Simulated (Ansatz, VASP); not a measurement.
Given: the input of a run of VASP 6.6.1 on Bi.

Contents of POSCAR:

```
Bi
1.0
   -4.5370201173      4.5370201173      2.1061448736
    4.5370201173     -4.5370201173      2.1061448736
    4.5370201173      4.5370201173     -2.1061448736
Bi
4
Direct
    0.1456555000      0.3543445000      0.5000000000
    0.8543445000      0.6456555000      0.5000000000
    0.6456555000      0.1456555000      0.7913110000
    0.3543445000      0.8543445000      0.2086890000
```

The input INCAR.step1:

```
SYSTEM = Bi
PREC = Accurate ; ENCUT = 520
ISMEAR = -1 ; SIGMA = 0.05
LREAL = .FALSE. ; LASPH = .TRUE.
NELM = 100 ; NBANDS = 38
GGA = PE ; ALGO = Normal
EDIFF = 1E-4 ; LWAVE = .TRUE.
LCHARG = .FALSE.
```

The input INCAR.step2:

```
SYSTEM = Bi
PREC = Accurate ; ENCUT = 520
EDIFF = 1E-7 ; ISMEAR = -1
SIGMA = 0.05 ; LREAL = .FALSE.
LASPH = .TRUE. ; NELM = 100
ALGO = Normal ; ISIF = 2
LWAVE = .FALSE. ; LCHARG = .TRUE.
METAGGA = R2SCAN ; LMIXTAU = .TRUE.
LELF = .TRUE. ; LVHAR = .TRUE.
NBANDS = 38 ; ISTART = 1
```

File KPOINTS:

```
regular mesh
0
G
  7 7 7
  0 0 0
```

Potentials or basis: VASP PAW PBE potentials, release 64 (Bi_d).

Command:

```console
$ cat potpaw_PBE.64/Bi_d/POTCAR > POTCAR
$ cp INCAR.step1 INCAR
$ mpirun -np 1 vasp_std > vasp.out
$ cp INCAR.step2 INCAR
$ mpirun -np 1 vasp_std > vasp.out
```

Q: Translate it to Ansatz 0.2.0. Potentials there: Ansatz PAW.

A: As run (the cutoff follows the program's own potentials):

input.yaml

```yaml
crystal:
  lattice:
    - [-4.5370201173, 4.5370201173, 2.1061448736]
    - [4.5370201173, -4.5370201173, 2.1061448736]
    - [4.5370201173, 4.5370201173, -2.1061448736]
  atoms:
    - { symbol: Bi, position: [0.1456555, 0.3543445, 0.5] }
    - { symbol: Bi, position: [0.8543445, 0.6456555, 0.5] }
    - { symbol: Bi, position: [0.6456555, 0.1456555, 0.791311] }
    - { symbol: Bi, position: [0.3543445, 0.8543445, 0.208689] }
hamiltonian:
  xc: r2scan
  pseudopotentials: { kind: paw }
kpoints:
  mp_grid: { grid: [7, 7, 7] }
scf:
  occupations: { method: fermi_dirac, width: 0.05 }
output:
  forces: true
  stress: true
  eigenvalues: true
```

Potentials or basis: Ansatz PAW.

Launch:

```bash
$ ansatz run input.yaml --threads 2 --pin off --max-ram 5632MiB --backend cpu --events-out ev --progress --plain --runs-dir out
```

Both were run:

|  | VASP | Ansatz | Ansatz less VASP |
| --- | --- | --- | --- |
| gap on the k mesh at the Fermi level (eV) | none | none | - |
| pressure (GPa) | -2.6 | -2.6 | +0.04 |
| traceless stress, the component that is largest in VASP (GPa) | -0.41 | -0.41 | +0.002 |
| rms of the force components (eV/Å) | 0.121 | 0.122 | +0.0013 |

VASP's potentials were made for PBE, not for r2SCAN. Atom by atom the forces differ by 0.001 eV/Å (rms over components). A gap of «none» marks a metal or a gap that the smearing closes.

Neither program's run includes spin-orbit coupling.
